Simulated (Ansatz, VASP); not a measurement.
# One calculation of Co, two programs

Contents of INCAR:

```
SYSTEM = Co
  PREC = Accurate
  ENCUT = 520
  EDIFF = 1E-7
  ISMEAR = -1
  SIGMA = 0.05
  LREAL = .FALSE.
  LASPH = .TRUE.
  NELM = 150
  ALGO = Fast
  ISIF = 2
  LWAVE = .FALSE.
  LCHARG = .FALSE.
  ISPIN = 2
  MAGMOM = 2 2 2 2
  LORBIT = 11
  LMAXMIX = 4
  GGA = CA
  NBANDS = 30
```

File KPOINTS:

```
Automatic mesh
0
G
  12 12 4
  0 0 0
```

The input POSCAR:

```
Co
1.0
    2.4371717178      0.0000000000      0.0000000000
   -1.2185858589      2.1106526210      0.0000000000
    0.0000000000      0.0000000000      7.9789199430
Co
4
Direct
    0.6666666667      0.3333333333      0.7500000000
    0.0000000000      0.0000000000      0.5000000000
    0.3333333333      0.6666666667      0.2500000000
    0.0000000000      0.0000000000      0.0000000000
```

input.yaml

```yaml
crystal:
  lattice:
    - [2.4371717178, 0.0, 0.0]
    - [-1.2185858589, 2.110652621, 0.0]
    - [0.0, 0.0, 7.978919943]
  atoms:
    - { symbol: Co, position: [0.6666666667, 0.3333333333, 0.75], spin: 2.0 }
    - { symbol: Co, position: [0.0, 0.0, 0.5], spin: 2.0 }
    - { symbol: Co, position: [0.3333333333, 0.6666666667, 0.25], spin: 2.0 }
    - { symbol: Co, position: [0.0, 0.0, 0.0], spin: 2.0 }
kpoints:
  mp_grid: { grid: [12, 12, 4] }
scf:
  occupations: { method: fermi_dirac, width: 0.05 }
hamiltonian:
  xc: lda
  pseudopotentials: { kind: all_electron, lapw: { basis_error: 0.002 } }
magnetization:
  spin_polarized: true
output:
  forces: true
  stress: true
  eigenvalues: true
```

Change from the starting cell: volume scaled by 0.96.

Alike in both runs: task single point; functional LDA; k mesh 12 × 12 × 4; occupations fermi-dirac, width 0.05 eV; collinear spin.

```csv
,VASP,Ansatz
version,VASP 6.6.1,Ansatz 0.2.0
potentials or method,"VASP PAW LDA potentials, release 64 (Co), cutoff 520 eV","all-electron LAPW, scalar-relativistic"
```

Ansatz gave:

- gap on the k mesh at the Fermi level (eV): none
- pressure (GPa): -6.2
- traceless stress, the component that is largest in VASP (GPa): -2.36
- net moment per atom (μB): 1.53
- size of the moment on the site where the two differ most (μB): 1.56

Question: What did VASP give for the same quantities?

Answer: gap on the k mesh at the Fermi level (eV): none; pressure (GPa): -7.2; traceless stress, the component that is largest in VASP (GPa): -2.12; net moment per atom (μB): 1.50; size of the moment on the site where the two differ most (μB): 1.49.

LDA's correlation is that of Perdew and Zunger in VASP and of Perdew and Wang (1992) in Ansatz. Site moments also hang on the region over which each program counts them. A gap of «none» marks a metal or a gap that the smearing closes. Ansatz ran all-electron here, and VASP with PAW potentials.
